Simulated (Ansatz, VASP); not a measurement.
# HfO2: VASP beside Ansatz

```
O Hf
1.0
     3.57677    0.00000    0.00000
     0.00000    3.57677    0.00000
     0.00000    0.00000   26.38122
O Hf
10 5
Direct
  0.50000 0.00000 0.28401
  0.00000 0.50000 0.28401
  0.00000 0.50000 0.38178
  0.50000 0.00000 0.38178
  0.50000 0.00000 0.47952
  0.00000 0.50000 0.47952
  0.00000 0.50000 0.57727
  0.50000 0.00000 0.57727
  0.50000 0.00000 0.67484
  0.00000 0.50000 0.67484
  0.50000 0.50000 0.32134
  0.00000 0.00000 0.42009
  0.50000 0.50000 0.51783
  0.00000 0.00000 0.61560
  0.50000 0.50000 0.71044
```

Alike in both runs: functional r2SCAN; k mesh 8 × 8 × 1; occupations gaussian, width 0.05 eV; no spin polarisation.

Ansatz relaxed the structure, and its values are those at the end. VASP's run is a single point on that final structure, the one shown.

|  | VASP | Ansatz |
| --- | --- | --- |
| version | VASP 6.6.1 | Ansatz 0.2.0 |
| potentials or method | VASP PAW PBE potentials, release 64 (O, Hf_pv), cutoff 520 eV | scalar-relativistic, plane waves, PAW |
| valence electrons in the cell | 110 | 190 |

|  | VASP | Ansatz | Ansatz less VASP |
| --- | --- | --- | --- |
| gap on the k mesh at the Fermi level (eV) | none | none | - |
| rms of the force components (eV/Å) | 0.067 | 0.002 | -0.0651 |

VASP's potentials were made for PBE, not for r2SCAN. A gap of «none» marks a metal or a gap that the smearing closes. The functional is the same, so the differences come from potentials, cutoffs and numerics. VASP's potentials hold 110 valence electrons a cell and Ansatz's 190, so a difference there can come from the potentials and not from the codes. Ansatz's warnings: xc potential rough in thin density.

Spin-orbit coupling is off throughout.
